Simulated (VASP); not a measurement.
Here is a VASP 6.6.1 calculation.

POSCAR

```
Te
1.0
    4.4712576995      0.0167672164      0.0000000000
   -2.2211080144      3.8638391464      0.0000000000
    0.0000000000      0.0000000000      5.9487470455
Te
3
Direct
    0.2634853628     -0.0011800536      0.3331192251
   -0.0005941957      0.2646506465      0.6667630767
    0.7371088329      0.7365294071      0.0001176982
```

INCAR.step1

```
ALGO     = Normal         # electronic algorithm
EDIFF    = 1E-4           # SCF threshold, eV
ENCUT    = 520            # plane-wave cutoff, eV
GGA      = PE             # functional
ISMEAR   = 0              # smearing method
LASPH    = T              # aspherical terms in the spheres
LCHARG   = F              # write CHGCAR
LREAL    = F              # projectors in reciprocal space
LWAVE    = T              # write WAVECAR
NBANDS   = 16             # bands
NELM     = 100            # most SCF steps
PREC     = Accurate       # precision mode
SIGMA    = 0.01           # smearing width, eV
```

File INCAR.step2:

```
ALGO     = Normal         # electronic algorithm
EDIFF    = 1E-7           # SCF threshold, eV
ENCUT    = 520            # plane-wave cutoff, eV
ISIF     = 2              # what is computed and relaxed
ISMEAR   = 0              # smearing method
ISTART   = 1            
LASPH    = T              # aspherical terms in the spheres
LCHARG   = T              # write CHGCAR
LELF     = T              # ELF
LMIXTAU  = T            
LREAL    = F              # projectors in reciprocal space
LVHAR    = T            
LWAVE    = F              # write WAVECAR
METAGGA  = R2SCAN         # meta-GGA
NBANDS   = 16             # bands
NELM     = 100            # most SCF steps
PREC     = Accurate       # precision mode
SIGMA    = 0.01           # smearing width, eV
```

Contents of KPOINTS:

```
k-points
0
Gamma
  6 6 4
```

Potentials or basis: VASP PAW PBE potentials, release 64 (Te).

Run with:

```bash
$ cat potpaw_PBE.64/Te/POTCAR > POTCAR
$ cp INCAR.step1 INCAR
$ mpirun -np 1 vasp_std > vasp.out
$ cp INCAR.step2 INCAR
$ mpirun -np 1 vasp_std > vasp.out
```

(1) Estimate the largest force.

(2) Predict the band gap on the k mesh.

Results:

(1) 0.005 eV/Å.

(2) 0.32 eV.

Caveat: the cell differs from its parent crystal (shear xy strain +0.8%); the PAW data sets were made with another functional, which shifts forces and pressure a little; spin-orbit coupling is left out, which moves the levels of the heavy elements.
